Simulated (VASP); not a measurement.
# ZrTiSi4 (F222) in VASP: single point with PBE

Aim: the single point of ZrTiSi4 with PBE.

Program: VASP 6.6.1. These are calculated values, not measurements. Logs are shortened: lines on timing, memory, paths and dates and some standing lists are left out, and cuts for length are marked.

### Step 1. The cell of the first run

The structure is orthorhombic, space group F222 (No. 22). Conventional cell: a = 4.971 Å, b = 8.513 Å, c = 8.791 Å, α = 90.00°, β = 90.00°, γ = 90.00°. Zr (site symmetry 222) has 10 Si at 2.65 to 2.89 Å and 4 Ti at 3.30 Å within 3.5 Å. Within 3.5 Å of Ti (site symmetry 222) lie 10 Si at 2.64 to 2.92 Å and 4 Zr at 3.30 Å. Within 3.4 Å of Si (site symmetry 2) lie 9 Si at 2.59 to 3.32 Å and 2 Zr at 2.65 Å and 3 Ti at 2.82 to 2.92 Å. Within 3.4 Å of Si (site symmetry 2) lie 9 Si at 2.59 to 3.32 Å and 2 Ti at 2.64 Å and 3 Zr at 2.84 to 2.89 Å.

### Step 2. Single point, PBE

Input file INCAR:

```
PREC = Accurate ; ENCUT = 520
EDIFF = 1E-7 ; ISMEAR = 0
SIGMA = 0.1 ; LREAL = False
LASPH = True ; NELM = 100
ALGO = Normal ; ISIF = 2
LWAVE = False ; LCHARG = False
GGA = PE ; NBANDS = 29
```

Input file KPOINTS:

```
regular mesh
0
Gamma
  10 10 10
```

Input file POSCAR:

```
ZrTiSi4
1.0
    0.0000000000      4.2566988120      4.3953863962
    2.4854579348      0.0000000000      4.3953863962
    2.4854579348      4.2566988120      0.0000000000
Zr Ti Si
1 1 4
Direct
    0.5000000000      0.5000000000      0.5000000000
    0.7500000000      0.7500000000      0.7500000000
    0.0934318533      0.4065681467      0.0934318533
    0.4065681467      0.0934318533      0.4065681467
    0.1603039039      0.8396960961      0.1603039039
    0.8396960961      0.1603039039      0.8396960961
```

Potentials or basis: VASP PAW PBE potentials, release 64 (Zr_sv, Ti_sv, Si).

Started as:

```
> cat potpaw_PBE.64/Zr_sv/POTCAR potpaw_PBE.64/Ti_sv/POTCAR potpaw_PBE.64/Si/POTCAR > POTCAR
> mpirun -np 1 vasp_std > vasp.out
```

OUTCAR:

```text
PREC = Accurate
   ENCUT = 520
   EDIFF = 1E-7
   ISMEAR = 0
   LREAL = False
   LASPH = True
   NELM = 100
   ISIF = 2
   GGA = PE

 ion  position               nearest neighbor table
   1  0.500  0.500  0.500-   4 2.65   4 2.65   3 2.65   3 2.65   5 2.84   5 2.84   6 2.84   6 2.84
                             5 2.89   6 2.89   2 3.30   2 3.30   2 3.30   2 3.30
   2  0.750  0.750  0.750-   6 2.64   5 2.64   6 2.64   5 2.64   4 2.82   4 2.82   3 2.82   3 2.82
                             3 2.92   4 2.92   1 3.30   1 3.30   1 3.30   1 3.30
   3  0.093  0.407  0.093-   5 2.59   5 2.59   1 2.65   1 2.65   4 2.67   2 2.82   2 2.82   2 2.92
                             4 2.95   4 2.95
   4  0.407  0.093  0.407-   6 2.59   6 2.59   1 2.65   1 2.65   3 2.67   2 2.82   2 2.82   2 2.92
                             3 2.95   3 2.95
   5  0.160  0.840  0.160-   3 2.59   3 2.59   2 2.64   2 2.64   6 2.73   1 2.84   1 2.84   1 2.89
                             6 2.92   6 2.92
   6  0.840  0.160  0.840-   4 2.59   4 2.59   2 2.64   2 2.64   5 2.73   1 2.84   1 2.84   1 2.89
                             5 2.92   5 2.92

  LATTYP: Found a face centered orthorhombic cell.
 ALAT       =     4.9709158696
 B/A-ratio  =     1.7126416635
 C/A-ratio  =     1.7684412738

  Lattice vectors:

 A1 = (   0.0000000000,   4.2566988120,   4.3953863962)
 A2 = (   2.4854579348,   0.0000000000,   4.3953863962)
 A3 = (   2.4854579348,   4.2566988120,   0.0000000000)

Analysis of symmetry for initial positions (statically):
=====================================================================
 Subroutine PRICEL returns:
 Original cell was already a primitive cell.

 Routine SETGRP: Setting up the symmetry group for a
 face centered orthorhombic supercell.

 Subroutine GETGRP returns: Found  4 space group operations
 (whereof  4 operations were pure point group operations)
 out of a pool of  8 trial point group operations.

The static configuration has the point symmetry D_2 .

Analysis of symmetry for dynamics (positions and initial velocities):
=====================================================================
 Subroutine PRICEL returns:
 Original cell was already a primitive cell.

 Routine SETGRP: Setting up the symmetry group for a
 face centered orthorhombic supercell.

 Subroutine GETGRP returns: Found  4 space group operations
 (whereof  4 operations were pure point group operations)
 out of a pool of  8 trial point group operations.

The dynamic configuration has the point symmetry D_2 .

 Subroutine INISYM returns: Found  4 space group operations
 (whereof  4 operations are pure point group operations),
 and found     1 'primitive' translations

----------------------------------------------------------------------------------------

                                     Primitive cell

  volume of cell :      93.0050

  direct lattice vectors                    reciprocal lattice vectors
     0.000000000  4.256698812  4.395386396    -0.201170172  0.117461916  0.113755642
     2.485457935  0.000000000  4.395386396     0.201170172 -0.117461916  0.113755642
     2.485457935  4.256698812  0.000000000     0.201170172  0.117461916 -0.113755642

  length of vectors
     6.118734048  5.049447764  4.929197290     0.259243295  0.259243295  0.259243295

  position of ions in fractional coordinates (direct lattice)
     0.500000000  0.500000000  0.500000000
     0.750000000  0.750000000  0.750000000
     0.093431853  0.406568147  0.093431853
     0.406568147  0.093431853  0.406568147
     0.160303904  0.839696096  0.160303904
     0.839696096  0.160303904  0.839696096

  ion indices of the primitive-cell ions
   primitive index   ion index
                 1           1
                 2           2
                 3           3
                 4           4
                 5           5
                 6           6

----------------------------------------------------------------------------------------

 KPOINTS: regular mesh

Automatic generation of k-mesh.
 Grid dimensions read from file:
 generate k-points for:   10   10   10

 Generating k-lattice:

  Cartesian coordinates                     Fractional coordinates (reciprocal lattice)
    -0.020117017  0.011746192  0.011375564     0.100000000  0.000000000  0.000000000
     0.020117017 -0.011746192  0.011375564     0.000000000  0.100000000  0.000000000
     0.020117017  0.011746192 -0.011375564     0.000000000  0.000000000  0.100000000

  Length of vectors
     0.025924329  0.025924329  0.025924329

  Shift w.r.t. Gamma in fractional coordinates (k-lattice)
     0.000000000  0.000000000  0.000000000

 Subroutine IBZKPT returns following result:
 ===========================================

 Found    171 irreducible k-points:

 Following reciprocal coordinates:
            Coordinates               Weight
  0.000000  0.000000  0.000000      1.000000
  0.100000  0.000000  0.000000      8.000000
  0.200000  0.000000  0.000000      8.000000
  0.300000  0.000000  0.000000      8.000000
  0.400000  0.000000  0.000000      8.000000
  0.500000  0.000000  0.000000      4.000000
[... 16 lines left out ...]
  0.300000  0.300000  0.000000      2.000000
  0.400000  0.300000 -0.000000      8.000000
 [... further k-points ...]
   k-points           NKPTS =    171   k-points in BZ     NKDIM =    171   number of bands    NBANDS=     29
   number of dos      NEDOS =    301   number of ions     NIONS =      6
   total plane-waves  NPLWV =  76800
   dimension x,y,z NGX =    48 NGY =   40 NGZ =   40
   dimension x,y,z NGXF=    96 NGYF=   80 NGZF=   80
   ions per type =               1   1   4
   NGX,Y,Z   is equivalent  to a cutoff of  13.04, 13.17, 13.49 a.u.
   NGXF,Y,Z  is equivalent  to a cutoff of  26.08, 26.34, 26.98 a.u.
 SYSTEM =  unknown system
   PREC   = accura    normal or accurate (medium, high low for compatibility)
   ISTART =      0    job   : 0-new  1-cont  2-samecut
   ICHARG =      2    charge: 1-file 2-atom 10-const
   ISPIN  =      1    spin polarized calculation?
   LNONCOLLINEAR =      F non collinear calculations
   LSORBIT =      F    spin-orbit coupling
   LASPH  =      T    aspherical Exc in radial PAW
   ENCUT  =  520.0 eV  38.22 Ry    6.18 a.u.  11.38  9.39  9.17*2*pi/ulx,y,z
   NELM   =    100;   NELMIN=  2; NELMDL= -5     # of ELM steps
   EDIFF  = 0.1E-06   stopping-criterion for ELM
   LREAL  =      F    real-space projection
   EDIFFG = 0.1E-05   stopping-criterion for IOM
   NSW    =      0    number of steps for IOM
   IBRION =     -1    ionic relax: 0-MD 1-quasi-New 2-CG
   NFREE  =      0    steps in history (QN), initial steepest desc. (CG)
   ISIF   =      2    stress and relaxation
   ISYM   =      2    0-nonsym 1-usesym 2-fastsym
   POTIM  = 0.5000    time-step for ionic-motion
   TEBEG  =    0.0;   TEEND  =   0.0 temperature during run
   PSTRESS=    0.0 pullay stress
   NELECT =      40.0000    total number of electrons
   NUPDOWN=      -1.0000    fix difference up-down
   EMIN   =  10.00;   EMAX   =-10.00  energy-range for DOS
   EFERMI =   0.00;   METHOD = LEGACY
   ISMEAR =     0;   SIGMA  =   0.10  broadening in eV -4-tet -1-fermi 0-gaus
   EFERMI_NEDOS =   21; number of points for ismear=-14 and -15
   IALGO  =     38    algorithm
   IMIX   =      4    mixing-type and parameters
     AMIX     =   0.40;   BMIX     =  1.00
     AMIX_MAG =   1.60;   BMIX_MAG =  1.00
  volume/ion in A,a.u.               =      15.50       104.60
  Fermi-wavevector in a.u.,A,eV,Ry     =   1.235737  2.335204 20.776719  1.527046
  Thomas-Fermi vector in A             =   2.370374
   LORBIT       =      0    0 simple, 1 ext, 2 COOP (PROOUT), +10 PAW based schemes
   GGA     = PE    functional components
   LHFCALC =     F    Hartree Fock is set to
   AEXX    =    0.0000 exact exchange contribution
   IVDW    =     0    specifies the selected vdW correction
   LEPSILON=     F    determine dielectric tensor
   LRPA    =     F    only Hartree local field effects (RPA)
 non-spin polarized calculation
 Gauss-broadening in eV      SIGMA  =   0.10
  energy-cutoff  :      520.00
  volume of cell :       93.01
 maximum number of plane-waves:      2528
 NGX is ok and might be reduce to    48
   NGX = 23   NGY = 19   NGZ = 19

 number of electron      40.0000000 magnetization

 Free energy of the ion-electron system (eV)
  ---------------------------------------------------
  ext. energy  EPLUGINS =         0.00000000
  ---------------------------------------------------
  free energy    TOTEN  =       -41.21599731 eV

  energy without entropy =      -41.20510622  energy(sigma->0) =      -41.21055176

 E-fermi :   9.6466     XC(G=0): -11.4675

 val. band max:        9.6369060857   @ k =  -0.2000   0.2000   0.1000
 cond. band min:       9.6470083648   @ k =  -0.3000   0.1000   0.2000
 fundamental gap:      0.0101022791
 Fermi energy:         9.6465823445

 k-point     1 :       0.0000    0.0000    0.0000
  band No.  band energies     occupation
      1     -46.8477      2.00000
      2     -38.1788      2.00000
      3     -23.1445      2.00000
      4     -23.1269      2.00000
      5     -23.1233      2.00000
      6     -16.3907      2.00000
[... 21 lines left out ...]
     28      13.9503      0.00000
     29      14.0945      0.00000

 k-point     2 :       0.1000    0.0000    0.0000
  band No.  band energies     occupation
      1     -46.8477      2.00000
      2     -38.1788      2.00000
      3     -23.1446      2.00000
      4     -23.1270      2.00000
      5     -23.1235      2.00000
      6     -16.3915      2.00000
[... 21 lines left out ...]
     28      13.8114      0.00000
     29      13.9981      0.00000

 k-point     3 :       0.2000    0.0000    0.0000
  band No.  band energies     occupation
      1     -46.8477      2.00000
      2     -38.1787      2.00000
      3     -23.1448      2.00000
      4     -23.1272      2.00000
      5     -23.1241      2.00000
      6     -16.3935      2.00000
[... 21 lines left out ...]
     28      13.9040      0.00000
     29      14.5589      0.00000

 k-point     4 :       0.3000    0.0000    0.0000
  band No.  band energies     occupation
      1     -46.8477      2.00000
      2     -38.1785      2.00000
      3     -23.1450      2.00000
      4     -23.1275      2.00000
      5     -23.1248      2.00000
      6     -16.3963      2.00000
[... 21 lines left out ...]
     28      14.0204      0.00000
     29      14.6910      0.00000

 k-point     5 :       0.4000    0.0000    0.0000
  band No.  band energies     occupation
      1     -46.8477      2.00000
      2     -38.1784      2.00000
      3     -23.1452      2.00000
      4     -23.1278      2.00000
      5     -23.1253      2.00000
      6     -16.3989      2.00000
[... 21 lines left out ...]
     28      14.1673      0.00000
     29      14.7569      0.00000
[... 510 lines left out ...]
     28      13.7705      0.00000
     29      14.2542      0.00000

 k-point    22 :      -0.2000    0.2000   -0.0000
  band No.  band energies     occupation
      1     -46.8477      2.00000
      2     -38.1784      2.00000
      3     -23.1452      2.00000
      4     -23.1275      2.00000
      5     -23.1254      2.00000
      6     -16.3954      2.00000
[... 21 lines left out ...]
     28      14.0084      0.00000
     29      14.3625      0.00000

 k-point    23 :       0.3000    0.3000    0.0000
  band No.  band energies     occupation
      1     -46.8477      2.00000
      2     -38.1787      2.00000
      3     -23.1443      2.00000
      4     -23.1279      2.00000
      5     -23.1238      2.00000
      6     -16.4037      2.00000
[... 21 lines left out ...]
     28      13.6588      0.00000
     29      14.4070      0.00000

 k-point    24 :       0.4000    0.3000   -0.0000
  band No.  band energies     occupation
      1     -46.8477      2.00000
      2     -38.1786      2.00000
      3     -23.1443      2.00000
      4     -23.1281      2.00000
      5     -23.1241      2.00000
      6     -16.4060      2.00000
[... 21 lines left out ...]
     28      13.5169      0.00000
     29      14.0787      0.00000

 [... further k-points ...]
[... 5 lines left out ...]
  --------------------------------------------------------------------------------------
  -------------------------------------------------------------------------------------
  Total        0.0107249      0.0007499      0.0107157      0.0000000      0.0000000      0.0000000
  in kB        0.1847553      0.0129184      0.1845974      0.0000000      0.0000000      0.0000000
  external PRESSURE =       0.1274237 kB  Pullay stress =       0.0000000 kB

 VOLUME and BASIS-vectors are now :
 -----------------------------------------------------------------------------
  energy-cutoff  :      520.00
  volume of cell :       93.01
      direct lattice vectors                 reciprocal lattice vectors
     0.000000000  4.256698812  4.395386396    -0.201170172  0.117461916  0.113755642
     2.485457935  0.000000000  4.395386396     0.201170172 -0.117461916  0.113755642
     2.485457935  4.256698812  0.000000000     0.201170172  0.117461916 -0.113755642

 POSITION                                       TOTAL-FORCE (eV/Angst)
 -----------------------------------------------------------------------------------
      2.48546      4.25670      4.39539        -0.000000      0.000000     -0.000000
      3.72819      6.38505      6.59308         0.000000      0.000000     -0.000000
      1.24273      0.79542      2.19769         0.000000      0.002969      0.000000
      1.24273      3.46128      2.19769         0.000000     -0.002969      0.000000
      2.48546      1.36473      4.39539         0.000000     -0.001281     -0.000000
      2.48546      7.14867      4.39539         0.000000      0.001281     -0.000000
 -----------------------------------------------------------------------------------
    total drift:                                0.000000      0.000000     -0.000000

  FREE ENERGIE OF THE ION-ELECTRON SYSTEM (eV)
  ---------------------------------------------------
  free  energy   TOTEN  =       -41.2159973102 eV

  energy  without entropy=      -41.2051062152  energy(sigma->0) =      -41.21055176
```

Run time: 8.9 min. Hardware: 1 thread of Intel Xeon Platinum 8375C at 2.90GHz (Ice Lake), shared host; peak memory 0.58 GiB.

What came out:

```
Free energy            : -41.2160 eV
Pressure               : 0.0 GPa
Band gap on the k mesh : zero (band 20 reaches 10.41 eV, above the bottom of band 21 at 8.71 eV)
```

Forces on the atoms (eV/Å):
```
Zr   0.000  0.000  0.000
Ti   0.000  0.000  0.000
Si   0.000  0.003  0.000
Si   0.000 -0.003  0.000
Si   0.000 -0.001  0.000
Si   0.000  0.001  0.000
```
